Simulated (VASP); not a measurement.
# Sb: single point with BLYP+D3(BJ)

The system is Sb.

```
CELL_PARAMETERS angstrom
3.07843 0.00000 0.00000
0.00000 3.07843 0.00000
0.00000 0.00000 3.07843
ATOMIC_POSITIONS crystal
Sb 0.00000 0.00000 0.00000
```

```json
{
 "Program": "VASP 6.6.1",
 "Task": "single point",
 "Functional": "BLYP",
 "Dispersion": "D3(BJ)",
 "Potentials or basis": "VASP PAW PBE potentials, release 64 (Sb)",
 "Cutoff": "520 eV",
 "k mesh": "8 × 8 × 8",
 "Occupations": "fermi-dirac, width 0.05 eV",
 "Spin": "no spin polarisation"
}
```

- Pressure: 0.3 GPa
- Dispersion energy per atom: -1.152 eV

Levels at points of the mesh, in eV from the Fermi level:
| k point | band 1 | band 2 | band 3 | band 4 | band 5 | band 6 |
| --- | --- | --- | --- | --- | --- | --- |
| (0.00, 0.00, 0.00) | -12.51 | 3.32 | 3.32 | 3.32 | 7.18 | 7.18 |
| (0.50, 0.00, 0.00) | -10.06 | -5.58 | 5.35 | 5.35 | 9.23 | 11.06 |
| (0.50, 0.50, 0.00) | -7.44 | -3.56 | -3.56 | 2.50 | 7.42 | 13.16 |
| (0.50, 0.50, 0.50) | -4.50 | -1.65 | -1.65 | -1.65 | 5.11 | 5.11 |

It used 6.2 s of CPU time on 1 thread of Intel(R) Xeon(R) Platinum 8375C CPU @ 2.90GHz (Ice Lake), on a shared host.

Caveat: the PAW data sets were made with another functional, which shifts forces and pressure a little; spin-orbit coupling is left out, which moves the levels of the heavy elements; pairwise dispersion overbinds metals, which lowers pressure and volume.
